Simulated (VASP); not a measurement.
# Sr2W (Pnnm) in VASP: further runs, part 2 of 2

VASP 6.6.1.

## 4. Single point, PBE

This run uses another cell than the first one, of 34.48 Å³/atom.

INCAR

```
SYSTEM = Sr2W
PREC = Accurate ; ENCUT = 520
EDIFF = 1E-6 ; ISMEAR = 0
SIGMA = 0.1 ; LREAL = .FALSE.
LASPH = .TRUE. ; NELM = 100
ALGO = Fast ; ISIF = 2
LWAVE = .FALSE. ; LCHARG = .FALSE.
GGA = PE ; NBANDS = 43
```

KPOINTS

```
Automatic mesh
0
G
  4 4 4
  0 0 0
```

POSCAR

```
Sr2W
1.0
    7.9998962083      0.0000000000      0.0000000000
    0.0000000000      8.0188346786      0.0000000000
    0.0000000000      0.0000000000      3.2250883345
Sr W
4 2
Direct
    0.2811100525      0.8093929136      0.5000000000
    0.7811100525      0.6906070864      0.0000000000
    0.7188899475      0.1906070864      0.5000000000
    0.2188899475      0.3093929136      0.0000000000
    0.5000000000      0.5000000000      0.5000000000
    0.0000000000      0.0000000000      0.0000000000
```

Potentials or basis: VASP PAW PBE potentials, release 64 (Sr_sv, W_sv).

Run with:

```
$ cat potpaw_PBE.64/Sr_sv/POTCAR potpaw_PBE.64/W_sv/POTCAR > POTCAR
$ mpirun -np 1 vasp_std > vasp.out
```

OUTCAR:

```text
SYSTEM = Sr2W
   PREC = Accurate
   ENCUT = 520
   EDIFF = 1E-6
   ISMEAR = 0
   LREAL = .FALSE.
   LASPH = .TRUE.
   NELM = 100
   ISIF = 2
   GGA = PE

 ion  position               nearest neighbor table
   1  0.281  0.809  0.500-   5 3.04   6 3.16   6 3.16   4 4.35   4 4.35   4 4.35   4 4.35   2 4.42
                             2 4.42   2 4.42   2 4.42   3 4.65
   2  0.781  0.691  0.000-   6 3.04   5 3.16   5 3.16   3 4.35   3 4.35   3 4.35   3 4.35   1 4.42
                             1 4.42   1 4.42   1 4.42   4 4.65
   3  0.719  0.191  0.500-   5 3.04   6 3.16   6 3.16   2 4.35   2 4.35   2 4.35   2 4.35   4 4.42
                             4 4.42   4 4.42   4 4.42   1 4.65
   4  0.219  0.309  0.000-   6 3.04   5 3.16   5 3.16   1 4.35   1 4.35   1 4.35   1 4.35   3 4.42
                             3 4.42   3 4.42   3 4.42   2 4.65
   5  0.500  0.500  0.500-   1 3.04   3 3.04   2 3.16   4 3.16   2 3.16   4 3.16
   6  0.000  0.000  0.000-   2 3.04   4 3.04   3 3.16   1 3.16   1 3.16   3 3.16

  LATTYP: Found a simple orthorhombic cell.
 ALAT       =     3.2250883345
 B/A-ratio  =     2.4805200288
 C/A-ratio  =     2.4863922618

  Lattice vectors:

 A1 = (   0.0000000000,   0.0000000000,   3.2250883345)
 A2 = (   7.9998962083,   0.0000000000,   0.0000000000)
 A3 = (   0.0000000000,   8.0188346786,   0.0000000000)

Analysis of symmetry for initial positions (statically):
=====================================================================
 Subroutine PRICEL returns:
 Original cell was already a primitive cell.

 Routine SETGRP: Setting up the symmetry group for a
 simple orthorhombic supercell.

 Subroutine GETGRP returns: Found  8 space group operations
 (whereof  4 operations were pure point group operations)
 out of a pool of  8 trial point group operations.

The static configuration has the point symmetry C_2h.
 The point group associated with its full space group is D_2h.

Analysis of symmetry for dynamics (positions and initial velocities):
=====================================================================
 Subroutine PRICEL returns:
 Original cell was already a primitive cell.

 Routine SETGRP: Setting up the symmetry group for a
 simple orthorhombic supercell.

 Subroutine GETGRP returns: Found  8 space group operations
 (whereof  4 operations were pure point group operations)
 out of a pool of  8 trial point group operations.

The dynamic configuration has the point symmetry C_2h.
 The point group associated with its full space group is D_2h.

 Subroutine INISYM returns: Found  8 space group operations
 (whereof  4 operations are pure point group operations),
 and found     1 'primitive' translations

----------------------------------------------------------------------------------------

                                     Primitive cell

  volume of cell :     206.8889

  direct lattice vectors                    reciprocal lattice vectors
     7.999896208  0.000000000  0.000000000     0.125001622  0.000000000  0.000000000
     0.000000000  8.018834679  0.000000000     0.000000000  0.124706399  0.000000000
     0.000000000  0.000000000  3.225088335     0.000000000  0.000000000  0.310069026

  length of vectors
     7.999896208  8.018834679  3.225088335     0.125001622  0.124706399  0.310069026

  position of ions in fractional coordinates (direct lattice)
     0.281110052  0.809392914  0.500000000
     0.781110052  0.690607086  0.000000000
     0.718889948  0.190607086  0.500000000
     0.218889948  0.309392914  0.000000000
     0.500000000  0.500000000  0.500000000
[... 65 lines left out ...]
   number of dos      NEDOS =    301   number of ions     NIONS =      6
   total plane-waves  NPLWV =  86400
   dimension x,y,z NGX =    60 NGY =   60 NGZ =   24
   dimension x,y,z NGXF=   120 NGYF=  120 NGZF=   48
   ions per type =               4   2
   NGX,Y,Z   is equivalent  to a cutoff of  12.47, 12.44, 12.37 a.u.
   NGXF,Y,Z  is equivalent  to a cutoff of  24.94, 24.88, 24.74 a.u.
 SYSTEM =  Sr2W
   PREC   = accura    normal or accurate (medium, high low for compatibility)
   ISTART =      0    job   : 0-new  1-cont  2-samecut
   ICHARG =      2    charge: 1-file 2-atom 10-const
   ISPIN  =      1    spin polarized calculation?
   LNONCOLLINEAR =      F non collinear calculations
   LSORBIT =      F    spin-orbit coupling
   LASPH  =      T    aspherical Exc in radial PAW
   ENCUT  =  520.0 eV  38.22 Ry    6.18 a.u.  14.87 14.91  6.00*2*pi/ulx,y,z
   NELM   =    100;   NELMIN=  2; NELMDL= -5     # of ELM steps
   EDIFF  = 0.1E-05   stopping-criterion for ELM
   LREAL  =      F    real-space projection
   EDIFFG = 0.1E-04   stopping-criterion for IOM
   NSW    =      0    number of steps for IOM
   IBRION =     -1    ionic relax: 0-MD 1-quasi-New 2-CG
   NFREE  =      0    steps in history (QN), initial steepest desc. (CG)
   ISIF   =      2    stress and relaxation
   ISYM   =      2    0-nonsym 1-usesym 2-fastsym
   POTIM  = 0.5000    time-step for ionic-motion
   TEBEG  =    0.0;   TEEND  =   0.0 temperature during run
   PSTRESS=    0.0 pullay stress
   NELECT =      68.0000    total number of electrons
   NUPDOWN=      -1.0000    fix difference up-down
   EMIN   =  10.00;   EMAX   =-10.00  energy-range for DOS
   EFERMI =   0.00;   METHOD = LEGACY
   ISMEAR =     0;   SIGMA  =   0.10  broadening in eV -4-tet -1-fermi 0-gaus
   EFERMI_NEDOS =   21; number of points for ismear=-14 and -15
   IALGO  =     68    algorithm
   IMIX   =      4    mixing-type and parameters
     AMIX     =   0.40;   BMIX     =  1.00
     AMIX_MAG =   1.60;   BMIX_MAG =  1.00
  volume/ion in A,a.u.               =      34.48       232.69
  Fermi-wavevector in a.u.,A,eV,Ry     =   1.129793  2.134998 17.366902  1.276431
  Thomas-Fermi vector in A             =   2.266487
   LORBIT       =      0    0 simple, 1 ext, 2 COOP (PROOUT), +10 PAW based schemes
   GGA     = PE    functional components
   LHFCALC =     F    Hartree Fock is set to
   AEXX    =    0.0000 exact exchange contribution
   IVDW    =     0    specifies the selected vdW correction
   LEPSILON=     F    determine dielectric tensor
   LRPA    =     F    only Hartree local field effects (RPA)
 non-spin polarized calculation
 RMM-DIIS sequential band-by-band and
 Gauss-broadening in eV      SIGMA  =   0.10
  energy-cutoff  :      520.00
  volume of cell :      206.89
 maximum number of plane-waves:      5596
 NGX is ok and might be reduce to    60
   NGX = 29   NGY = 29   NGZ = 11

 number of electron      67.9999989 magnetization

 Free energy of the ion-electron system (eV)
  ---------------------------------------------------
  ext. energy  EPLUGINS =         0.00000000
  ---------------------------------------------------
  free energy    TOTEN  =       -23.87134159 eV

  energy without entropy =      -23.84105672  energy(sigma->0) =      -23.85619915

 E-fermi :   3.0018     XC(G=0):  -8.9175

 val. band max:        2.9922713717   @ k =   0.2500   0.0000   0.0000
 cond. band min:       3.0097827676   @ k =   0.5000   0.0000   0.5000
 fundamental gap:      0.0175113959
 Fermi energy:         3.0017823193

 k-point     1 :       0.0000    0.0000    0.0000
  band No.  band energies     occupation
      1     -70.4194      2.00000
      2     -70.4194      2.00000
      3     -34.6515      2.00000
      4     -34.6513      2.00000
      5     -34.5536      2.00000
      6     -34.5536      2.00000
[... 1093 lines left out ...]
     42       5.3729      0.00000
     43       6.3121      0.00000

 [... further k-points ...]

------------------------ aborting loop because EDIFF is reached ----------------------------------------

  FORCE on cell =-STRESS in cart. coord.  units (eV):
  Direction    XX          YY          ZZ          XY          YZ          ZX
  --------------------------------------------------------------------------------------
  -------------------------------------------------------------------------------------
  Total        0.6072275      0.4925169      0.1680003     -0.0000000      0.0000000      0.0000000
  in kB        4.7024568      3.8141215      1.3010186     -0.0000000      0.0000000      0.0000000
  external PRESSURE =       3.2725323 kB  Pullay stress =       0.0000000 kB

 VOLUME and BASIS-vectors are now :
 -----------------------------------------------------------------------------
  energy-cutoff  :      520.00
  volume of cell :      206.89
      direct lattice vectors                 reciprocal lattice vectors
     7.999896208  0.000000000  0.000000000     0.125001622  0.000000000  0.000000000
     0.000000000  8.018834679  0.000000000     0.000000000  0.124706399  0.000000000
     0.000000000  0.000000000  3.225088335     0.000000000  0.000000000  0.310069026

 POSITION                                       TOTAL-FORCE (eV/Angst)
 -----------------------------------------------------------------------------------
      2.24885      6.49039      1.61254         0.011466     -0.013840      0.000000
      6.24880      5.53786      0.00000         0.011466      0.013840      0.000000
      5.75104      1.52845      1.61254        -0.011466      0.013840     -0.000000
      1.75110      2.48097      0.00000        -0.011466     -0.013840     -0.000000
      3.99995      4.00942      1.61254         0.000000     -0.000000      0.000000
      0.00000      0.00000      0.00000         0.000000     -0.000000      0.000000
 -----------------------------------------------------------------------------------
    total drift:                               -0.000000      0.000000     -0.000000

  FREE ENERGIE OF THE ION-ELECTRON SYSTEM (eV)
  ---------------------------------------------------
  free  energy   TOTEN  =       -23.8713415880 eV

  energy  without entropy=      -23.8410567190  energy(sigma->0) =      -23.85619915
```

Run time: 2.9 min. Hardware: 1 thread of Intel Xeon 6975P-C (Granite Rapids), shared host; peak memory 0.39 GiB.

Results:

```
Free energy            : -23.8713 eV
Pressure               : 0.3 GPa
Largest force          : 0.018 eV/Å
Band gap on the k mesh : zero (bands 34 and 35 overlap by 0.18 eV)
```

Forces on the atoms (eV/Å):
```
Sr   0.011 -0.014  0.000
Sr   0.011  0.014  0.000
Sr  -0.011  0.014  0.000
Sr  -0.011 -0.014  0.000
W    0.000  0.000  0.000
W    0.000  0.000  0.000
```

Stress tensor (GPa, compression positive):
```
0.47 0.00 0.00
0.00 0.38 0.00
0.00 0.00 0.13
```

Caveat: the k points lie up to 0.49 Å⁻¹ apart; spin-orbit coupling is left out, which moves the levels of the heavy elements.

## 5. The runs side by side

```csv
cell,k mesh,gap on the mesh (eV),pressure (GPa),largest force (eV/Å)
"a = 8.059, b = 8.127, c = 3.208 Å, 6 atoms, atomic positions A",2 × 2 × 6,none,0.0,0.01
"a = 6.270, b = 6.461, c = 4.220 Å, 6 atoms, atomic positions B",4 × 4 × 4,none,14.0,0.87
"a = 8.000, b = 8.019, c = 3.225 Å, 6 atoms, atomic positions C",4 × 4 × 4,none,0.3,0.02
```

Alike in all rows: task single point; level PBE; potentials or basis VASP PAW PBE potentials, release 64 (Sr_sv, W_sv); no spin polarisation; cutoff (eV) 520; smearing gaussian 0.1 eV.

Caveats: all runs use coarse meshes; spin-orbit coupling is left out, which moves the levels of the heavy elements.

Total energies depend on the potentials used, so only differences within one code and one set of settings carry meaning.

The gap in the log of VASP goes by the Fermi energy; the results here count the filled bands.